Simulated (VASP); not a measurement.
# NbN (Fm-3m) in VASP: notebook

Runs on NbN. Level: r2SCAN. Tasks: single point, relaxation of cell and atoms.

Program: VASP 6.6.1. These are calculated values, not measurements. Logs are shortened: lines on timing, memory, paths and dates and some standing lists are left out, and cuts for length are marked.

### Step 1. The cell of the first run

It takes space group Fm-3m (No. 225, cubic). Conventional cell: a = 4.412 Å, b = 4.412 Å, c = 4.412 Å, α = 90.00°, β = 90.00°, γ = 90.00°. Within 2.9 Å of Nb (site symmetry m-3m) lie 6 N at 2.21 Å. N (site symmetry m-3m) has 6 Nb at 2.21 Å within 2.9 Å.

### Step 2. Single point, r2SCAN

Input file POSCAR:

```
NbN
1.0
    0.0000000000      2.2058253625      2.2058253625
    2.2058253625      0.0000000000      2.2058253625
    2.2058253625      2.2058253625      0.0000000000
Nb N
1 1
Direct
    0.5000000000      0.5000000000      0.5000000000
    0.0000000000      0.0000000000      0.0000000000
```

Input file INCAR.step1:

```
SYSTEM = NbN
PREC = Accurate
ENCUT = 660
ISMEAR = 0
SIGMA = 0.1
LREAL = .False.
LASPH = .True.
NELM = 120
NBANDS = 16
GGA = PE
ALGO = Normal
EDIFF = 1E-5
LWAVE = .True.
LCHARG = .False.
GGA_COMPAT = .False.
```

Input file INCAR.step2:

```
SYSTEM = NbN
PREC = Accurate
ENCUT = 660
EDIFF = 1E-6
ISMEAR = 0
SIGMA = 0.1
LREAL = .False.
LASPH = .True.
NELM = 120
ALGO = Normal
ISIF = 2
LWAVE = .False.
LCHARG = .True.
METAGGA = R2SCAN
LMIXTAU = .True.
LELF = .True.
LVHAR = .True.
NBANDS = 16
ISTART = 1
GGA_COMPAT = .False.
```

Input file KPOINTS:

```
Automatic mesh
0
Gamma
  14 14 14
  0 0 0
```

Potentials or basis: VASP PAW PBE potentials, release 64 (Nb_sv, N).

Run with:

```
$ cat potpaw_PBE.64/Nb_sv/POTCAR potpaw_PBE.64/N/POTCAR > POTCAR
$ cp INCAR.step1 INCAR
$ mpirun -np 1 vasp_std > vasp.out
$ cp INCAR.step2 INCAR
$ mpirun -np 1 vasp_std > vasp.out
```

OUTCAR:

```text
SYSTEM = NbN
   PREC = Accurate
   ENCUT = 660
   EDIFF = 1E-6
   ISMEAR = 0
   LREAL = .False.
   LASPH = .True.
   NELM = 120
   ISIF = 2
   METAGGA = R2SCAN
   ISTART = 1

 ion  position               nearest neighbor table
   1  0.500  0.500  0.500-   2 2.21   2 2.21   2 2.21   2 2.21   2 2.21   2 2.21
   2  0.000  0.000  0.000-   1 2.21   1 2.21   1 2.21   1 2.21   1 2.21   1 2.21

  LATTYP: Found a face centered cubic cell.
 ALAT       =     4.4116507250

  Lattice vectors:

 A1 = (   0.0000000000,   2.2058253625,   2.2058253625)
 A2 = (   2.2058253625,   0.0000000000,   2.2058253625)
 A3 = (   2.2058253625,   2.2058253625,   0.0000000000)

Analysis of symmetry for initial positions (statically):
=====================================================================
 Subroutine PRICEL returns:
 Original cell was already a primitive cell.

 Routine SETGRP: Setting up the symmetry group for a
 face centered cubic supercell.

 Subroutine GETGRP returns: Found 48 space group operations
 (whereof 48 operations were pure point group operations)
 out of a pool of 48 trial point group operations.

The static configuration has the point symmetry O_h .

Analysis of symmetry for dynamics (positions and initial velocities):
=====================================================================
 Subroutine PRICEL returns:
 Original cell was already a primitive cell.

 Routine SETGRP: Setting up the symmetry group for a
 face centered cubic supercell.

 Subroutine GETGRP returns: Found 48 space group operations
 (whereof 48 operations were pure point group operations)
 out of a pool of 48 trial point group operations.

The dynamic configuration has the point symmetry O_h .

 Subroutine INISYM returns: Found 48 space group operations
 (whereof 48 operations are pure point group operations),
 and found     1 'primitive' translations

----------------------------------------------------------------------------------------

                                     Primitive cell

  volume of cell :      21.4656

  direct lattice vectors                    reciprocal lattice vectors
     0.000000000  2.205825363  2.205825363    -0.226672523  0.226672523  0.226672523
     2.205825363  0.000000000  2.205825363     0.226672523 -0.226672523  0.226672523
     2.205825363  2.205825363  0.000000000     0.226672523  0.226672523 -0.226672523

  length of vectors
     3.119508144  3.119508144  3.119508144     0.392608326  0.392608326  0.392608326

  position of ions in fractional coordinates (direct lattice)
     0.500000000  0.500000000  0.500000000
     0.000000000  0.000000000  0.000000000

  ion indices of the primitive-cell ions
   primitive index   ion index
                 1           1
                 2           2

----------------------------------------------------------------------------------------

 KPOINTS: Automatic mesh

Automatic generation of k-mesh.
 Grid dimensions read from file:
 generate k-points for:   14   14   14

 Generating k-lattice:

  Cartesian coordinates                     Fractional coordinates (reciprocal lattice)
    -0.016190894  0.016190894  0.016190894     0.071428571  0.000000000  0.000000000
     0.016190894 -0.016190894  0.016190894     0.000000000  0.071428571  0.000000000
     0.016190894  0.016190894 -0.016190894     0.000000000  0.000000000  0.071428571

  Length of vectors
     0.028043452  0.028043452  0.028043452

  Shift w.r.t. Gamma in fractional coordinates (k-lattice)
     0.000000000  0.000000000  0.000000000

 Subroutine IBZKPT returns following result:
 ===========================================

 Found    104 irreducible k-points:

 Following reciprocal coordinates:
            Coordinates               Weight
  0.000000  0.000000  0.000000      1.000000
  0.071429  0.000000  0.000000      8.000000
  0.142857  0.000000  0.000000      8.000000
  0.214286  0.000000  0.000000      8.000000
  0.285714  0.000000  0.000000      8.000000
  0.357143  0.000000  0.000000      8.000000
[... 16 lines left out ...]
  0.214286  0.142857  0.000000     24.000000
  0.285714  0.142857  0.000000     24.000000
 [... further k-points ...]
   k-points           NKPTS =    104   k-points in BZ     NKDIM =    104   number of bands    NBANDS=     16
   number of dos      NEDOS =    301   number of ions     NIONS =      2
   total plane-waves  NPLWV =  21952
   dimension x,y,z NGX =    28 NGY =   28 NGZ =   28
   dimension x,y,z NGXF=    56 NGYF=   56 NGZF=   56
   ions per type =               1   1
   NGX,Y,Z   is equivalent  to a cutoff of  14.92, 14.92, 14.92 a.u.
   NGXF,Y,Z  is equivalent  to a cutoff of  29.84, 29.84, 29.84 a.u.
 SYSTEM =  NbN
   PREC   = accura    normal or accurate (medium, high low for compatibility)
   ISTART =      1    job   : 0-new  1-cont  2-samecut
   ICHARG =      0    charge: 1-file 2-atom 10-const
   ISPIN  =      1    spin polarized calculation?
   LNONCOLLINEAR =      F non collinear calculations
   LSORBIT =      F    spin-orbit coupling
   LASPH  =      T    aspherical Exc in radial PAW
   ENCUT  =  660.0 eV  48.51 Ry    6.96 a.u.   6.53  6.53  6.53*2*pi/ulx,y,z
   NELM   =    120;   NELMIN=  2; NELMDL=  0     # of ELM steps
   EDIFF  = 0.1E-05   stopping-criterion for ELM
   LREAL  =      F    real-space projection
   EDIFFG = 0.1E-04   stopping-criterion for IOM
   NSW    =      0    number of steps for IOM
   IBRION =     -1    ionic relax: 0-MD 1-quasi-New 2-CG
   NFREE  =      0    steps in history (QN), initial steepest desc. (CG)
   ISIF   =      2    stress and relaxation
   ISYM   =      2    0-nonsym 1-usesym 2-fastsym
   POTIM  = 0.5000    time-step for ionic-motion
   TEBEG  =    0.0;   TEEND  =   0.0 temperature during run
   PSTRESS=    0.0 pullay stress
   NELECT =      18.0000    total number of electrons
   NUPDOWN=      -1.0000    fix difference up-down
   EMIN   =  10.00;   EMAX   =-10.00  energy-range for DOS
   EFERMI =   0.00;   METHOD = LEGACY
   ISMEAR =     0;   SIGMA  =   0.10  broadening in eV -4-tet -1-fermi 0-gaus
   EFERMI_NEDOS =   21; number of points for ismear=-14 and -15
   IALGO  =     38    algorithm
   IMIX   =      4    mixing-type and parameters
     AMIX     =   0.40;   BMIX     =  1.00
     AMIX_MAG =   1.60;   BMIX_MAG =  1.00
  volume/ion in A,a.u.               =      10.73        72.43
  Fermi-wavevector in a.u.,A,eV,Ry     =   1.543777  2.917315 32.426046  2.383247
  Thomas-Fermi vector in A             =   2.649392
   LORBIT       =      0    0 simple, 1 ext, 2 COOP (PROOUT), +10 PAW based schemes
   METAGGA = R2SCAN    functional components
   LHFCALC =     F    Hartree Fock is set to
   AEXX    =    0.0000 exact exchange contribution
   IVDW    =     0    specifies the selected vdW correction
   LEPSILON=     F    determine dielectric tensor
   LRPA    =     F    only Hartree local field effects (RPA)
 non-spin polarized calculation
 Gauss-broadening in eV      SIGMA  =   0.10
  energy-cutoff  :      660.00
  volume of cell :       21.47
 maximum number of plane-waves:       869
 NGX is ok and might be reduce to    28
   NGX = 13   NGY = 13   NGZ = 13

 number of electron      18.0000000 magnetization

 Free energy of the ion-electron system (eV)
  ---------------------------------------------------
  ext. energy  EPLUGINS =         0.00000000
  ---------------------------------------------------
  free energy    TOTEN  =       -36.25273392 eV

  energy without entropy =      -36.24759448  energy(sigma->0) =      -36.25016420

 E-fermi :  13.9100     XC(G=0): -14.2514

 val. band max:       13.8871108720   @ k =  -0.2857   0.3571   0.1429
 cond. band min:      13.9406190404   @ k =   0.0714   0.0714   0.0000
 fundamental gap:      0.0535081685
 Fermi energy:        13.9100322205

 k-point     1 :       0.0000    0.0000    0.0000
  band No.  band energies     occupation
      1     -44.4309      2.00000
      2     -19.3718      2.00000
      3     -19.3718      2.00000
      4     -19.3718      2.00000
      5      -4.7254      2.00000
      6      10.3229      2.00000
[... 8 lines left out ...]
     15      23.9961      0.00000
     16      37.0764      0.00000

 k-point     2 :       0.0714    0.0000    0.0000
  band No.  band energies     occupation
      1     -44.4242      2.00000
      2     -19.4287      2.00000
      3     -19.3763      2.00000
      4     -19.3763      2.00000
      5      -4.6147      2.00000
      6       9.7442      2.00000
[... 8 lines left out ...]
     15      24.3284      0.00000
     16      36.0494      0.00000

 k-point     3 :       0.1429    0.0000    0.0000
  band No.  band energies     occupation
      1     -44.4056      2.00000
      2     -19.5852      2.00000
      3     -19.3888      2.00000
      4     -19.3888      2.00000
      5      -4.3016      2.00000
      6       8.6244      2.00000
[... 8 lines left out ...]
     15      25.2001      0.00000
     16      34.2288      0.00000

 k-point     4 :       0.2143    0.0000    0.0000
  band No.  band energies     occupation
      1     -44.3785      2.00000
      2     -19.8043      2.00000
      3     -19.4068      2.00000
      4     -19.4068      2.00000
      5      -3.8385      2.00000
      6       7.4142      2.00000
[... 8 lines left out ...]
     15      26.1858      0.00000
     16      32.8962      0.00000

 k-point     5 :       0.2857    0.0000    0.0000
  band No.  band energies     occupation
      1     -44.3483      2.00000
      2     -20.0386      2.00000
      3     -19.4266      2.00000
      4     -19.4266      2.00000
      5      -3.3006      2.00000
      6       6.2858      2.00000
[... 8 lines left out ...]
     15      26.6778      0.00000
     16      30.7669      0.00000

 k-point     6 :       0.3571    0.0000    0.0000
  band No.  band energies     occupation
      1     -44.3208      2.00000
      2     -20.2427      2.00000
      3     -19.4444      2.00000
      4     -19.4444      2.00000
      5      -2.7810      2.00000
      6       5.3508      2.00000
[... 8 lines left out ...]
     15      26.9115      0.00000
     16      28.8600      0.00000

 k-point     7 :       0.4286    0.0000    0.0000
  band No.  band energies     occupation
      1     -44.3018      2.00000
      2     -20.3803      2.00000
      3     -19.4566      2.00000
      4     -19.4566      2.00000
      5      -2.3904      2.00000
      6       4.7158      2.00000
[... 8 lines left out ...]
     15      27.3476      0.00000
     16      27.4734      0.00000

 k-point     8 :       0.5000    0.0000    0.0000
  band No.  band energies     occupation
      1     -44.2949      2.00000
      2     -20.4287      2.00000
      3     -19.4610      2.00000
      4     -19.4610      2.00000
      5      -2.2423      2.00000
      6       4.4871      2.00000
[... 8 lines left out ...]
     15      26.9435      0.00000
     16      26.9436      0.00000

 k-point     9 :       0.0714    0.0714    0.0000
  band No.  band energies     occupation
      1     -44.4220      2.00000
      2     -19.4258      2.00000
      3     -19.3886      2.00000
      4     -19.3886      2.00000
      5      -4.5818      2.00000
      6       9.2549      2.00000
[... 8 lines left out ...]
     15      24.4404      0.00000
     16      35.8161      0.00000
[... 172 lines left out ...]
 k-point    19 :      -0.2143    0.0714    0.0000
  band No.  band energies     occupation
      1     -44.3640      2.00000
      2     -19.8874      2.00000
      3     -19.4649      2.00000
      4     -19.3978      2.00000
      5      -3.6217      2.00000
      6       6.8561      2.00000
[... 8 lines left out ...]
     15      26.5829      0.00000
     16      30.6731      0.00000

 k-point    20 :      -0.1429    0.0714    0.0000
  band No.  band energies     occupation
      1     -44.3921      2.00000
      2     -19.6714      2.00000
      3     -19.4374      2.00000
      4     -19.3815      2.00000
      5      -4.0896      2.00000
      6       7.9207      2.00000
[... 8 lines left out ...]
     15      25.7742      0.00000
     16      32.4670      0.00000

 k-point    21 :      -0.0714    0.0714    0.0000
  band No.  band energies     occupation
      1     -44.4136      2.00000
      2     -19.5057      2.00000
      3     -19.4059      2.00000
      4     -19.3738      2.00000
      5      -4.4405      2.00000
      6       8.9665      2.00000
[... 8 lines left out ...]
     15      24.8437      0.00000
     16      34.5343      0.00000

 k-point    22 :       0.1429    0.1429    0.0000
  band No.  band energies     occupation
      1     -44.3972      2.00000
      2     -19.5694      2.00000
      3     -19.4354      2.00000
      4     -19.4354      2.00000
      5      -4.2238      2.00000
      6       7.6644      2.00000
[... 8 lines left out ...]
     15      25.6488      0.00000
     16      33.7137      0.00000

 k-point    23 :       0.2143    0.1429    0.0000
  band No.  band energies     occupation
      1     -44.3770      2.00000
      2     -19.7078      2.00000
      3     -19.4652      2.00000
      4     -19.4539      2.00000
      5      -3.9557      2.00000
      6       6.9818      2.00000
[... 8 lines left out ...]
     15      26.5285      0.00000
     16      32.2420      0.00000

 k-point    24 :       0.2857    0.1429    0.0000
  band No.  band energies     occupation
      1     -44.3507      2.00000
      2     -19.8988      2.00000
      3     -19.4916      2.00000
      4     -19.4738      2.00000
      5      -3.5955      2.00000
      6       6.3870      2.00000
[... 8 lines left out ...]
     15      27.1873      0.00000
     16      30.7567      0.00000

 [... further k-points ...]

------------------------ aborting loop because EDIFF is reached ----------------------------------------

  FORCE on cell =-STRESS in cart. coord.  units (eV):
  Direction    XX          YY          ZZ          XY          YZ          ZX
  --------------------------------------------------------------------------------------
  -------------------------------------------------------------------------------------
  Total        0.0008924      0.0008924      0.0008924      0.0000000      0.0000000      0.0000000
  in kB        0.0666066      0.0666066      0.0666066      0.0000000      0.0000000      0.0000000
  external PRESSURE =       0.0666066 kB  Pullay stress =       0.0000000 kB

 VOLUME and BASIS-vectors are now :
 -----------------------------------------------------------------------------
  energy-cutoff  :      660.00
  volume of cell :       21.47
      direct lattice vectors                 reciprocal lattice vectors
     0.000000000  2.205825363  2.205825363    -0.226672523  0.226672523  0.226672523
     2.205825363  0.000000000  2.205825363     0.226672523 -0.226672523  0.226672523
     2.205825363  2.205825363  0.000000000     0.226672523  0.226672523 -0.226672523

 POSITION                                       TOTAL-FORCE (eV/Angst)
 -----------------------------------------------------------------------------------
      2.20583      2.20583      2.20583        -0.000000     -0.000000     -0.000000
      0.00000      0.00000      0.00000         0.000000      0.000000      0.000000
 -----------------------------------------------------------------------------------
    total drift:                                0.000000      0.000000      0.000000

  FREE ENERGIE OF THE ION-ELECTRON SYSTEM (eV)
  ---------------------------------------------------
  free  energy   TOTEN  =       -36.2527339194 eV

  energy  without entropy=      -36.2475944840  energy(sigma->0) =      -36.25016420
```

Run time: 5.5 min. Hardware: 1 thread of AMD EPYC 7R13, shared host; peak memory 0.17 GiB.

What came out:

```
Free energy            : -36.2527 eV
Pressure               : 0.0 GPa
Band gap on the k mesh : zero (bands 9 and 10 overlap by 3.51 eV)
```

Levels at points of the mesh, in eV from the Fermi level:
```
           k point  band 7  band 8  band 9  band 10  band 11  band 12
(0.00, 0.00, 0.00)   -3.59   -3.59   -2.01    -2.01    -2.01    -0.04
(0.50, 0.00, 0.00)   -7.35   -7.35    1.49     1.49     2.05     4.91
(0.50, 0.50, 0.00)   -5.05   -4.28   -4.28     1.70     2.78     2.78
```

Caveat: the PAW data sets were made with another functional, which shifts forces and pressure a little.

### Step 3. Relaxation of cell and atoms, r2SCAN

This run uses another cell than the first one, of 10.57 Å³/atom.

Input file POSCAR:

```
NbN
1.0
    0.0000000000      2.1945000000      2.1945000000
    2.1945000000      0.0000000000      2.1945000000
    2.1945000000      2.1945000000      0.0000000000
Nb N
1 1
Direct
    0.5000000000      0.5000000000      0.5000000000
    0.0000000000      0.0000000000      0.0000000000
```

Input file INCAR.step1:

```
SYSTEM = NbN
  PREC = Accurate
  ENCUT = 660
  ISMEAR = 0
  SIGMA = 0.1
  LREAL = .False.
  LASPH = .True.
  NELM = 120
  GGA = PE
  ALGO = Normal
  EDIFF = 1E-5
  LWAVE = .True.
  LCHARG = .False.
  GGA_COMPAT = .False.
  IBRION = 2
  ISIF = 3
  EDIFFG = -0.005
  NELMIN = 4
  NSW = 100
```

Input file INCAR.step2:

```
SYSTEM = NbN
  PREC = Accurate
  ENCUT = 660
  EDIFF = 1E-7
  ISMEAR = 0
  SIGMA = 0.1
  LREAL = .False.
  LASPH = .True.
  NELM = 120
  ALGO = Normal
  ISIF = 3
  LWAVE = .False.
  LCHARG = .False.
  METAGGA = R2SCAN
  LMIXTAU = .True.
  IBRION = 2
  NSW = 90
  EDIFFG = -0.02
  ISTART = 1
  GGA_COMPAT = .False.
  NELMIN = 4
```

Input file KPOINTS:

```
regular mesh
0
Gamma
  14 14 14
  0 0 0
```

Potentials or basis: VASP PAW PBE potentials, release 64 (Nb_sv, N).

Run with:

```
$ cat potpaw_PBE.64/Nb_sv/POTCAR potpaw_PBE.64/N/POTCAR > POTCAR
$ cp INCAR.step1 INCAR
$ mpirun -np 1 vasp_std > vasp.out
$ cp INCAR.step2 INCAR
$ mpirun -np 1 vasp_std > vasp.out
```

Wall time 16 min (1 thread of AMD EPYC 7R13, shared host); peak memory 0.17 GiB.

It converged, with:

| Property | Result |
| --- | --- |
| Free energy | -36.2524 eV |
| Relaxed volume | 10.73 Å³/atom |
| Relaxed cell | a = 3.119 Å, b = 3.119 Å, c = 3.119 Å, α = 60.00°, β = 60.00°, γ = 60.00° |
| Space group after relaxing (to 0.1 Å) | Fm-3m (No. 225) |
| Energy gained by relaxing | 2.5 meV/atom |
| Ionic steps | 3 |
| Pressure after relaxing | -0.1 GPa |

Step by step:
```
step  energy change (eV)  largest force (eV/Å)  pressure (GPa)  volume (Å³)
   1              0.0000                0.0000            5.07        21.14
   2              0.0177                0.0000           -9.87        22.18
   3             -0.0050                0.0000           -0.05        21.46
```

Final structure:
```yaml
crystal:
  lattice:
    - [0.00000, 2.20574, 2.20574]
    - [2.20574, 0.00000, 2.20574]
    - [2.20574, 2.20574, 0.00000]
  atoms:
    - { symbol: Nb, position: [0.50000, 0.50000, 0.50000] }
    - { symbol: N, position: [0.00000, 0.00000, 0.00000] }
```

Levels at points of the mesh, in eV from the Fermi level:
```tsv
k point	band 6	band 7	band 8	band 9	band 10	band 11	band 12	band 13
(0.00, 0.00, 0.00)	-3.59	-3.59	-3.59	-2.01	-2.01	-2.01	-0.04	-0.04
(0.50, 0.00, 0.00)	-9.42	-7.35	-7.35	1.49	1.49	2.05	4.91	7.01
(0.50, 0.50, 0.00)	-6.05	-5.05	-4.28	-4.28	1.70	2.78	2.78	4.13
```

Caveat: the highest band is partly filled, so the run has too few bands; the PAW data sets were made with another functional, which shifts forces and pressure a little. Zero-point motion and thermal expansion aren't in these numbers.
